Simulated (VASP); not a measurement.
# K: single point with PBEsol

K:

```xyz
1
Lattice="-2.6125 2.6125 2.6125 2.6125 -2.6125 2.6125 2.6125 2.6125 -2.6125" Properties=species:S:1:pos:R:3 pbc="T T T"
K     0.0000    0.0000    0.0000
```

```
Program                : VASP 6.6.1
Task                   : single point
Functional             : PBEsol
Potentials or basis    : VASP PAW PBE potentials, release 64 (K_sv)
Cutoff                 : 520 eV
k mesh                 : 12 × 12 × 12
Occupations            : fermi-dirac, width 0.05 eV
Spin                   : no spin polarisation
Dipole correction      : no
Further INCAR settings : ALGO = Normal; EDIFF = 1e-06; NBANDS = 10
```

```yaml
Pressure: 0.0 GPa
```

Levels at points of the mesh, in eV from the Fermi level:
```
           k point  band 1  band 2  band 3  band 4  band 5  band 6  band 7  band 8  band 9
(0.00, 0.00, 0.00)  -31.96  -15.47  -15.47  -15.47   -2.19    4.34    4.34    4.34    5.28
(0.50, 0.00, 0.00)  -31.96  -15.55  -15.50  -15.47    0.45    0.71    3.19    4.95    5.82
(0.50, 0.50, 0.50)  -31.95  -15.52  -15.52  -15.52    1.67    1.67    3.56    3.56    3.56
```

It took 40 s on 1 thread of AMD EPYC 7R13 Processor (Zen 3) (shared host), peak memory 0.19 GiB.

Caveat: the PAW data sets were made with another functional, which shifts forces and pressure a little.
